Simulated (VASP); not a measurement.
# AlN (P6_3mc) in VASP: further runs, part 2 of 2

VASP 6.6.1. Earlier steps stand in the parts before.

## (5) Single point, LDA

This run uses another cell than the first one: it holds 8 atoms, not 4.

The input, INCAR:

```
PREC = Accurate ; ENCUT = 520
EDIFF = 1E-6 ; ISMEAR = 0
SIGMA = 0.05 ; LREAL = False
LASPH = True ; NELM = 80
ALGO = Normal ; ISIF = 2
LWAVE = False ; LCHARG = True
GGA = CA ; LELF = True
LVHAR = True ; NBANDS = 26
```

The input, KPOINTS:

```
Automatic mesh
0
Gamma
  8 8 8
```

The input, POSCAR:

```
AlN
1.0
   -3.0886152975      0.0000000000      0.0000000000
    0.0000000000      5.3496386204      0.0000000000
    1.5443076488     -2.6748193102     -4.9435842666
Al N
4 4
Direct
    0.9992394914      0.3325728247      0.9984789828
    0.4992394914      0.8325728247      0.9984789828
    0.2492394914      0.9159061581      0.4984789828
    0.7492394914      0.4159061581      0.4984789828
    0.8082605086      0.1415938419      0.6165210172
    0.3082605086      0.6415938419      0.6165210172
    0.0582605086      0.7249271753      0.1165210172
    0.5582605086      0.2249271753      0.1165210172
```

Potentials or basis: VASP PAW LDA potentials, release 64 (Al, N).

Launch:

```bash
cat potpaw_LDA.64/Al/POTCAR potpaw_LDA.64/N/POTCAR > POTCAR
mpirun -np 1 vasp_std > vasp.out
```

OUTCAR:

```text
PREC = Accurate
   ENCUT = 520
   EDIFF = 1E-6
   ISMEAR = 0
   LREAL = False
   LASPH = True
   NELM = 80
   ISIF = 2
   GGA = CA

 ion  position               nearest neighbor table
   1  0.999  0.333  0.998-   8 1.88   8 1.88   7 1.88   5 1.89   4 3.05   3 3.05   3 3.05   4 3.05
                             4 3.05   3 3.05   2 3.09   2 3.09   2 3.09   2 3.09
   2  0.499  0.833  0.998-   7 1.88   7 1.88   8 1.88   6 1.89   3 3.05   4 3.05   4 3.05   3 3.05
                             4 3.05   3 3.05   1 3.09   1 3.09   1 3.09   1 3.09
   3  0.249  0.916  0.498-   5 1.88   5 1.88   6 1.88   7 1.89   1 3.05   2 3.05   2 3.05   1 3.05
                             1 3.05   2 3.05   4 3.09   4 3.09   4 3.09   4 3.09
   4  0.749  0.416  0.498-   6 1.88   6 1.88   5 1.88   8 1.89   2 3.05   1 3.05   1 3.05   2 3.05
                             2 3.05   1 3.05   3 3.09   3 3.09   3 3.09   3 3.09
   5  0.808  0.142  0.617-   3 1.88   3 1.88   4 1.88   1 1.89
   6  0.308  0.642  0.617-   4 1.88   4 1.88   3 1.88   2 1.89
   7  0.058  0.725  0.117-   2 1.88   2 1.88   1 1.88   3 1.89
   8  0.558  0.225  0.117-   1 1.88   1 1.88   2 1.88   4 1.89

  LATTYP: Found a body centered orthorhombic cell.
 ALAT       =     3.0886152975
 B/A-ratio  =     1.7320508076
 C/A-ratio  =     3.2011654353

  Lattice vectors:

 A1 = (  -1.5443076488,   2.6748193102,   4.9435842666)
 A2 = (   1.5443076487,  -2.6748193102,   4.9435842666)
 A3 = (   1.5443076488,   2.6748193102,  -4.9435842666)

Analysis of symmetry for initial positions (statically):
=====================================================================
 Subroutine PRICEL returns following result:

  LATTYP: Found a hexagonal cell.
 ALAT       =     3.0886152975
 C/A-ratio  =     1.6005827176

  Lattice vectors:

 A1 = (   3.0886152975,   0.0000000000,   0.0000000000)
 A2 = (  -1.5443076488,  -2.6748193102,   0.0000000000)
 A3 = (   0.0000000000,  -0.0000000000,  -4.9435842666)

   2 primitive cells build up your supercell.
[... 157 lines left out ...]
   IMIX   =      4    mixing-type and parameters
     AMIX     =   0.40;   BMIX     =  1.00
     AMIX_MAG =   1.60;   BMIX_MAG =  1.00
  volume/ion in A,a.u.               =      10.21        68.90
  Fermi-wavevector in a.u.,A,eV,Ry     =   1.197884  2.263672 19.523354  1.434926
  Thomas-Fermi vector in A             =   2.333787
   LORBIT       =      0    0 simple, 1 ext, 2 COOP (PROOUT), +10 PAW based schemes
   GGA     = CA    functional components
   LHFCALC =     F    Hartree Fock is set to
   AEXX    =    0.0000 exact exchange contribution
   IVDW    =     0    specifies the selected vdW correction
   LEPSILON=     F    determine dielectric tensor
   LRPA    =     F    only Hartree local field effects (RPA)
 non-spin polarized calculation
 Gauss-broadening in eV      SIGMA  =   0.05
  energy-cutoff  :      520.00
  volume of cell :       81.68
 maximum number of plane-waves:      2228
   NGX = 11   NGY = 19   NGZ = 21

 number of electron      32.0000000 magnetization

 Free energy of the ion-electron system (eV)
  ---------------------------------------------------
  ext. energy  EPLUGINS =         0.00000000
  ---------------------------------------------------
  free energy    TOTEN  =       -65.68206659 eV

  energy without entropy =      -65.68206659  energy(sigma->0) =      -65.68206659

 E-fermi :   6.3746     XC(G=0): -11.3434

 val. band max:        6.1146557092   @ k =   0.0000   0.0000   0.0000
 cond. band min:      10.5387037064   @ k =   0.0000   0.0000   0.0000
 fundamental gap:      4.4240479972
 Fermi energy:         6.3745974587

 k-point     1 :       0.0000    0.0000    0.0000
  band No.  band energies     occupation
      1      -9.0582      2.00000
      2      -6.7646      2.00000
      3      -6.5600      2.00000
      4      -6.5600      2.00000
      5      -0.0397      2.00000
      6       0.3654      2.00000
[... 685 lines left out ...]
     25      17.1843      0.00000
     26      17.1923      0.00000

 [... further k-points ...]
[... 5 lines left out ...]
  --------------------------------------------------------------------------------------
  -------------------------------------------------------------------------------------
  Total        0.3178748      0.3171796      0.2932044      0.0000000      0.0000000     -0.0000000
  in kB        6.2350012      6.2213634      5.7510998      0.0000000      0.0000000     -0.0000000
  external PRESSURE =       6.0691548 kB  Pullay stress =       0.0000000 kB

 VOLUME and BASIS-vectors are now :
 -----------------------------------------------------------------------------
  energy-cutoff  :      520.00
  volume of cell :       81.68
      direct lattice vectors                 reciprocal lattice vectors
    -3.088615298  0.000000000  0.000000000    -0.323769684  0.000000000 -0.101141191
     0.000000000  5.349638620  0.000000000     0.000000000  0.186928514 -0.101141191
     1.544307649 -2.674819310 -4.943584267     0.000000000  0.000000000 -0.202282382

 POSITION                                       TOTAL-FORCE (eV/Angst)
 -----------------------------------------------------------------------------------
     -1.54431     -0.89161     -4.93606         0.000000     -0.000042     -0.000847
      0.00000      1.78321     -4.93606         0.000000     -0.000042     -0.000847
      0.00000      3.56643     -2.46427         0.000000      0.000042     -0.000847
     -1.54431      0.89161     -2.46427         0.000000      0.000042     -0.000847
     -1.54431     -0.89161     -3.04782        -0.000000     -0.000026      0.000847
      0.00000      1.78321     -3.04782        -0.000000     -0.000026      0.000847
      0.00000      3.56643     -0.57603        -0.000000      0.000026      0.000847
     -1.54431      0.89161     -0.57603        -0.000000      0.000026      0.000847
 -----------------------------------------------------------------------------------
    total drift:                                0.000010     -0.000007     -0.001307

  FREE ENERGIE OF THE ION-ELECTRON SYSTEM (eV)
  ---------------------------------------------------
  free  energy   TOTEN  =       -65.6820665936 eV

  energy  without entropy=      -65.6820665936  energy(sigma->0) =      -65.68206659
```

It took 2 min on 1 thread of Intel Xeon 6975P-C, shared host; peak memory 0.27 GiB.

Results:

```yaml
Free_energy: -65.6821 eV
Pressure: 0.6 GPa
Band_gap_on_the_k_mesh: 4.42 eV
```

## (6) Single point, LDA

This run uses another cell than the first one, of 10.43 Å³/atom, 1.022 times its volume.

The input, INCAR:

```
ALGO = Normal
EDIFF = 1E-6
ENCUT = 600
GGA = CA
GGA_COMPAT = F
ISIF = 2
ISMEAR = 0
LASPH = T
LCHARG = F
LREAL = F
LWAVE = F
NBANDS = 16
NELM = 120
PREC = Accurate
SIGMA = 0.1
```

The input, KPOINTS:

```
k-points
0
Gamma
  6 6 4
```

The input, POSCAR:

```
AlN
1.0
    3.1110021516      0.0000000000      0.0000000000
   -1.5555010758      2.6942068945      0.0000000000
    0.0000000000      0.0000000000      4.9780000000
Al N
2 2
Direct
    0.3333333333      0.6666666667      0.0000000000
    0.6666666667      0.3333333333      0.5000000000
    0.3333333333      0.6666666667      0.3850000000
    0.6666666667      0.3333333333      0.8850000000
```

Potentials or basis: VASP PAW LDA potentials, release 64 (Al, N).

Launch:

```bash
cat potpaw_LDA.64/Al/POTCAR potpaw_LDA.64/N/POTCAR > POTCAR
mpirun -np 1 vasp_std > vasp.out
```

OUTCAR:

```text
EDIFF = 1E-6
   ENCUT = 600
   GGA = CA
   ISIF = 2
   ISMEAR = 0
   LASPH = T
   LREAL = F
   NELM = 120
   PREC = Accurate

 ion  position               nearest neighbor table
   1  0.333  0.667  0.000-   4 1.89   4 1.89   4 1.89   3 1.92   2 3.07   2 3.07   2 3.07   2 3.07
                             2 3.07   2 3.07
   2  0.667  0.333  0.500-   3 1.89   3 1.89   3 1.89   4 1.92   1 3.07   1 3.07   1 3.07   1 3.07
                             1 3.07   1 3.07
   3  0.333  0.667  0.385-   2 1.89   2 1.89   2 1.89   1 1.92
   4  0.667  0.333  0.885-   1 1.89   1 1.89   1 1.89   2 1.92

  LATTYP: Found a hexagonal cell.
 ALAT       =     3.1110021516
 C/A-ratio  =     1.6001274694

  Lattice vectors:

 A1 = (   3.1110021516,   0.0000000000,   0.0000000000)
 A2 = (  -1.5555010758,   2.6942068945,   0.0000000000)
 A3 = (   0.0000000000,   0.0000000000,   4.9780000000)

Analysis of symmetry for initial positions (statically):
=====================================================================
 Subroutine PRICEL returns:
 Original cell was already a primitive cell.
[... 174 lines left out ...]

 val. band max:        5.9561946224   @ k =   0.0000   0.0000   0.0000
 cond. band min:      10.1425680559   @ k =   0.0000   0.0000   0.0000
 fundamental gap:      4.1863734335
 Fermi energy:         6.4342717571

 k-point     1 :       0.0000    0.0000    0.0000
  band No.  band energies     occupation
      1      -9.1360      2.00000
      2      -6.9116      2.00000
      3      -0.1323      2.00000
      4       5.0057      2.00000
      5       5.0057      2.00000
      6       5.6631      2.00000
[... 376 lines left out ...]
      3       1.0114      2.00000
      4       1.0114      2.00000
      5       1.9750      2.00000
      6       1.9750      2.00000
[... 8 lines left out ...]
     15      19.5262      0.00000
     16      19.5262      0.00000

------------------------ aborting loop because EDIFF is reached ----------------------------------------

  FORCE on cell =-STRESS in cart. coord.  units (eV):
  Direction    XX          YY          ZZ          XY          YZ          ZX
  --------------------------------------------------------------------------------------
  -------------------------------------------------------------------------------------
  Total       -0.8782032     -0.8782032     -1.2936864      0.0000000      0.0000000     -0.0000000
  in kB      -33.7224754    -33.7224754    -49.6767799      0.0000000      0.0000000     -0.0000000
  external PRESSURE =     -39.0405769 kB  Pullay stress =       0.0000000 kB

 VOLUME and BASIS-vectors are now :
 -----------------------------------------------------------------------------
  energy-cutoff  :      600.00
  volume of cell :       41.72
      direct lattice vectors                 reciprocal lattice vectors
     3.111002152  0.000000000  0.000000000     0.321439829  0.185583372  0.000000000
    -1.555501076  2.694206895  0.000000000     0.000000000  0.371166744  0.000000000
     0.000000000  0.000000000  4.978000000     0.000000000  0.000000000  0.200883889

 POSITION                                       TOTAL-FORCE (eV/Angst)
 -----------------------------------------------------------------------------------
     -0.00000      1.79614      0.00000        -0.000000      0.000000      0.185204
      1.55550      0.89807      2.48900         0.000000     -0.000000      0.185204
     -0.00000      1.79614      1.91653         0.000000      0.000000     -0.185204
      1.55550      0.89807      4.40553        -0.000000      0.000000     -0.185204
 -----------------------------------------------------------------------------------
    total drift:                               -0.000000      0.000000      0.000642

  FREE ENERGIE OF THE ION-ELECTRON SYSTEM (eV)
  ---------------------------------------------------
  free  energy   TOTEN  =       -32.8296925382 eV

  energy  without entropy=      -32.8296925382  energy(sigma->0) =      -32.82969254
```

It used 12 s of CPU time on 1 thread of Intel Xeon 6975P-C, with other jobs on the host.

Results:

```yaml
Free_energy: -32.8297 eV
Pressure: -3.9 GPa
Largest_force: 0.185 eV/Å
Band_gap_on_the_k_mesh: 4.19 eV, direct
```

Forces in eV/Å, atoms in the order of the input:
```
Al   0.000  0.000  0.185
Al   0.000  0.000  0.185
N    0.000  0.000 -0.185
N    0.000  0.000 -0.185
```

Stress tensor (GPa, compression positive):
```
-3.37  0.00  0.00
 0.00 -3.37  0.00
 0.00  0.00 -4.97
```

Levels at points of the mesh, in eV from the valence-band top:
```tsv
k point	band 4	band 5	band 6	band 7	band 8	band 9	band 10	band 11	band 12	band 13
(0.00, 0.00, 0.00)	-0.95	-0.95	-0.29	-0.29	0.00	4.19	6.50	10.47	10.89	10.89
(0.50, 0.00, 0.00)	-4.27	-3.41	-2.18	-1.83	-0.77	5.61	5.66	8.02	10.08	10.70
(0.00, 0.00, 0.50)	-3.36	-0.63	-0.63	-0.63	-0.63	6.39	6.39	10.10	10.10	11.21
(0.50, 0.00, 0.50)	-5.72	-1.56	-1.56	-1.40	-1.40	5.15	5.15	9.00	9.00	11.61
```

Expect the measured gap to be larger: semilocal functionals such as LDA lack the derivative discontinuity.

## (7) Summary

| task | cell | k mesh | cutoff (eV) | smearing | gap on the mesh (eV) | pressure (GPa) |
| --- | --- | --- | --- | --- | --- | --- |
| single point | a = 3.089, b = 3.089, c = 4.944 Å, angles 90.0, 90.0, 120.0°, 4 atoms | 9 × 9 × 6 | 520 | gaussian 0.02 eV | 4.42 | 0.6 |
| single point | a = 3.089, b = 3.089, c = 4.944 Å, angles 90.0, 90.0, 120.0°, 4 atoms | 9 × 9 × 6 | 520 | gaussian 0.05 eV | 4.42 | 0.6 |
| relaxation of cell and atoms | relaxed from a = 3.111, b = 3.111, c = 4.978 Å, angles 90.0, 90.0, 120.0°, 4 atoms | 9 × 9 × 6 | 600 | gaussian 0.02 eV | 4.40 | 0.0 |
| single point | a = 3.089, b = 5.350, c = 5.829 Å, angles 117.3, 105.4, 90.0°, 8 atoms | 8 × 8 × 8 | 520 | gaussian 0.05 eV | 4.42 | 0.6 |
| single point | a = 3.111, b = 3.111, c = 4.978 Å, angles 90.0, 90.0, 120.0°, 4 atoms | 6 × 6 × 4 | 600 | gaussian 0.1 eV | 4.19 | -3.9 |

Alike in all rows: level LDA; potentials or basis VASP PAW LDA potentials, release 64 (Al, N); no spin polarisation.

Total energies depend on the potentials used, so only differences within one code and one set of settings carry meaning.

## (8) Against experiment

Step 2. Against the measured gap of AlN, 6.0343 eV (an exciton energy, a little under the gap; 0 K; quoted in “Structural and optical properties of self-assembled AlN nanowires grown on SiO2/Si substrates by molecular beam epitaxy”, 2024, arxiv:2402.00216), the calculated 4.42 eV is off by -1.61 eV. 2 values of this kind are on record (6.034 to 6.0343 eV); this one was drawn at random. The value is that of LDA on a finite k mesh, which can miss the band edges, without temperature or zero-point motion. Semilocal functionals fall short of measured gaps as a rule.

Step 3. Measured gap of AlN: 6.0343 eV (an exciton energy, a little under the gap; 0 K; quoted in “Structural and optical properties of self-assembled AlN nanowires grown on SiO2/Si substrates by molecular beam epitaxy”, 2024, arxiv:2402.00216). This calculation gives 4.42 eV (-1.61 eV). 2 values of this kind are on record (6.034 to 6.0343 eV); this one was drawn at random. The value is that of LDA on a finite k mesh, which can miss the band edges, without temperature or zero-point motion. Semilocal functionals fall short of measured gaps as a rule.
